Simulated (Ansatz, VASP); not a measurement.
## One calculation of CdSe3S, two programs

```xyz
5
Lattice="4.2269 0.0000 0.0000 0.0000 4.2269 0.0000 0.0000 0.0000 8.5641" Properties=species:S:1:pos:R:3 pbc="T T T"
Cd    0.0000    0.0000    0.7260
Se    2.1135    2.1135    0.7203
Se    0.0000    2.1135    4.2081
Se    2.1135    0.0000    4.2081
S     2.1135    2.1135    5.2778
```

Change from the starting cell: species swapped into the NdBPt3 type (P4mm, No. 99).

Alike in both runs: functional PBE; k mesh 10 × 10 × 6; occupations gaussian, width 0.1 eV; no spin polarisation.

Ansatz relaxed the structure, and its values are those at the end. VASP's run is a single point on that final structure, the one shown.

|  | VASP | Ansatz |
| --- | --- | --- |
| version | VASP 6.6.1 | Ansatz 0.2.0 |
| potentials or method | VASP PAW PBE potentials, release 64 (Cd, Se, S), cutoff 520 eV | scalar-relativistic, plane waves, PAW |
| valence electrons in the cell | 36 | 74 |

```tsv
	VASP	Ansatz	Ansatz less VASP
gap on the k mesh at the Fermi level (eV)	none	none	-
pressure (GPa)	0.0	0.0	-0.03
```

A gap of «none» marks a metal or a gap that the smearing closes. The functional is the same, so the differences come from potentials, cutoffs and numerics. VASP's potentials hold 36 valence electrons a cell and Ansatz's 74, so a difference there can come from the potentials and not from the codes.
